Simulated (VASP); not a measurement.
A run of VASP 6.6.1:

The input INCAR:

```
SYSTEM = CaSe
PREC = Accurate
ENCUT = 520
EDIFF = 1E-6
ISMEAR = 0
SIGMA = 0.01
LREAL = .False.
LASPH = .True.
NELM = 60
ALGO = Normal
ISIF = 2
LWAVE = .False.
LCHARG = .False.
GGA = PS
NBANDS = 15
ISYM = 0
```

The input KPOINTS:

```
Automatic mesh
0
Gamma
  6 6 6
  0.5 0.5 0.5
```

The input POSCAR:

```
CaSe
1.0
    0.0000000000      2.9344539877      2.9344539877
    2.9344539877      0.0000000000      2.9344539877
    2.9344539877      2.9344539877      0.0000000000
Ca Se
1 1
Direct
    0.0000000000      0.0000000000      0.0000000000
    0.5000000000      0.5000000000      0.5000000000
```

Potentials or basis: VASP PAW PBE potentials, release 64 (Ca_sv, Se).

Run with:

```console
$ cat potpaw_PBE.64/Ca_sv/POTCAR potpaw_PBE.64/Se/POTCAR > POTCAR
$ mpirun -np 1 vasp_std > vasp.out
```

Hardware: 1 thread of Intel(R) Xeon(R) Platinum 8259CL CPU @ 2.50GHz (Skylake/Cascade Lake), with other jobs on the host.

**Question.** Estimate the wall time of this run.

**Answer.** Run time: 3.8 min on 1 thread of Intel(R) Xeon(R) Platinum 8259CL CPU @ 2.50GHz (Skylake/Cascade Lake) (shared host), peak memory 0.45 GiB. Counts: scf iterations 12, k points 432.
